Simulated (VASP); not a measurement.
Input of a VASP 6.6.1 run:

Contents of INCAR:

```
ALGO = Normal ; EDIFF = 1E-8
ENCUT = 520 ; GGA = PE
ISIF = 2 ; ISMEAR = -1
ISPIN = 2 ; LASPH = True
LCHARG = False ; LEFG = True
LMAXMIX = 4 ; LORBIT = 11
LREAL = False ; LWAVE = False
MAGMOM = 1.5 0 ; NBANDS = 19
NELM = 150 ; PREC = Accurate
SIGMA = 0.03
```

File KPOINTS:

```
k-points
0
Gamma
  15 15 15
```

Contents of POSCAR:

```
NiO
1.0
    0.0000000000      2.0489813908      2.0489813908
    2.0489813908      0.0000000000      2.0489813908
    2.0489813908      2.0489813908      0.0000000000
Ni O
1 1
Direct
    0.0000000000      0.0000000000      0.0000000000
    0.5000000000      0.5000000000      0.5000000000
```

Potentials or basis: VASP PAW PBE potentials, release 64 (Ni, O).

The run is started by

```sh
$ cat potpaw_PBE.64/Ni/POTCAR potpaw_PBE.64/O/POTCAR > POTCAR
$ mpirun -np 1 vasp_std > vasp.out
```

(1) Estimate the pressure.

(2) Estimate the net moment.

(3) What does it give for the site moments?

## Answers

(1) 16.5 GPa.

(2) 1.52 μB per cell.

(3) Ni +1.26; O +0.22 μB.

Caveat: without QUAD_EFG the Cq values of the log hold for a quadrupole moment of 1 mb, not for the nuclei; a cell with one magnetic atom can't hold antiferromagnetic order, which such compounds often take.
